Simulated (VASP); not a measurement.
Wanted: the native input for a VASP 6.6.1 run.

| Item | Value |
| --- | --- |
| Task | single point |
| Functional | PBEsol |
| Potentials or basis | VASP PAW PBE potentials, release 64 (Si, C) |
| Cutoff | 520 eV |
| k mesh | 2 × 2 × 2, shifted |
| Occupations | methfessel-paxton, width 0.05 eV |
| Spin | no spin polarisation |
| Dipole correction | no |
| Further INCAR settings | LREAL = Auto; ALGO = Normal; EDIFF = 1e-07; NBANDS = 46 |

The structure of Si15C lies in POSCAR:

```
Si15C
1.0
   10.5273610000      0.0000000000      0.0000000000
    0.0000000000      5.2636810000      0.0000000000
    0.0000000000      0.0000000000      5.2636810000
Si C
15 1
Direct
    0.0021100000      0.9867640000      0.9928380000
    0.5009070000      0.9849160000      0.9859260000
    0.1257480000      0.2436830000      0.2601690000
    0.6372840000      0.2698310000      0.2483340000
    0.2466940000      0.4932940000      0.0069720000
    0.7534130000      0.5048430000      0.0132980000
    0.3839180000      0.7315790000      0.2545900000
    0.8729000000      0.7406270000      0.2302070000
    0.7482830000      0.0023890000      0.4835300000
    0.3822040000      0.2545450000      0.7347490000
    0.8665260000      0.2509580000      0.7526990000
    0.0140030000      0.4983750000      0.4941950000
    0.5058120000      0.5079540000      0.5009240000
    0.1291760000      0.7279110000      0.7447220000
    0.6236330000      0.7449340000      0.7634270000
    0.2573870000      0.9976860000      0.4682050000
```

The input as run:

INCAR

```
  PREC = Accurate
  ENCUT = 520
  EDIFF = 1E-7
  ISMEAR = 1
  SIGMA = 0.05
  LREAL = Auto
  LASPH = True
  NELM = 80
  ALGO = Normal
  ISIF = 2
  LWAVE = False
  LCHARG = False
  GGA = PS
  NBANDS = 46
```

KPOINTS

```
Automatic mesh
0
Gamma
  2 2 2
  0.5 0.5 0.5
```

Potentials or basis: VASP PAW PBE potentials, release 64 (Si, C).

Launch:

```sh
$ cat potpaw_PBE.64/Si/POTCAR potpaw_PBE.64/C/POTCAR > POTCAR
$ mpirun -np 1 vasp_std > vasp.out
```

Results of the run:

```
Pressure               : 6.9 GPa
Largest force          : 4.307 eV/Å
Band gap on the k mesh : 1.08 eV
```

Caveat: the k points lie up to 0.60 Å⁻¹ apart; the PAW data sets were made with another functional, which shifts forces and pressure a little; a shifted mesh leaves out Γ, where band edges can lie.

Wall time 2.2 min on 1 thread of Intel Xeon 8259CL (shared host), peak memory 0.33 GiB.
